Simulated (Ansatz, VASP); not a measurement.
## One calculation of SiW3, two programs

```
Si W
1.0
     0.00000   -5.15439    0.00000
    -5.15439    0.00000    0.00000
     0.00000    0.00000   -5.15439
Si W
2 6
Direct
  0.02675 0.02675 0.00000
  0.47325 0.47325 0.50000
  0.50545 0.50545 0.00000
  0.99455 0.99455 0.50000
  0.51473 0.99455 0.00000
  0.98527 0.50545 0.50000
  0.50545 0.98527 0.50000
  0.99455 0.51473 0.00000
```

Change from the starting cell: mode 1 (-166.8 1/cm) frozen in, largest displacement +0.195 Å.

Alike in both runs: task single point; functional PBEsol; k mesh 10 × 10 × 10; occupations gaussian, width 0.15 eV; no spin polarisation.

|  | VASP | Ansatz |
| --- | --- | --- |
| version | VASP 6.6.1 | Ansatz 0.2.0 |
| potentials or method | VASP PAW PBE potentials, release 64 (Si, W_sv), cutoff 520 eV | scalar-relativistic, plane waves, PAW |
| valence electrons in the cell | 92 | 92 |

Ansatz gave:

- gap on the k mesh at the Fermi level (eV): none
- pressure (GPa): 0.2
- traceless stress, the component that is largest in VASP (GPa): -1.24
- rms of the force components (eV/Å): 0.586

Question: What did VASP give for the same quantities?

Answer: gap on the k mesh at the Fermi level (eV): none; pressure (GPa): 0.7; traceless stress, the component that is largest in VASP (GPa): -1.26; rms of the force components (eV/Å): 0.584.

VASP's potentials were made for PBE, not for PBEsol. Atom by atom the forces differ by 0.014 eV/Å (rms over components). A gap of «none» marks a metal or a gap that the smearing closes. The functional is the same, so the differences come from potentials, cutoffs and numerics.

Neither program's run includes spin-orbit coupling.
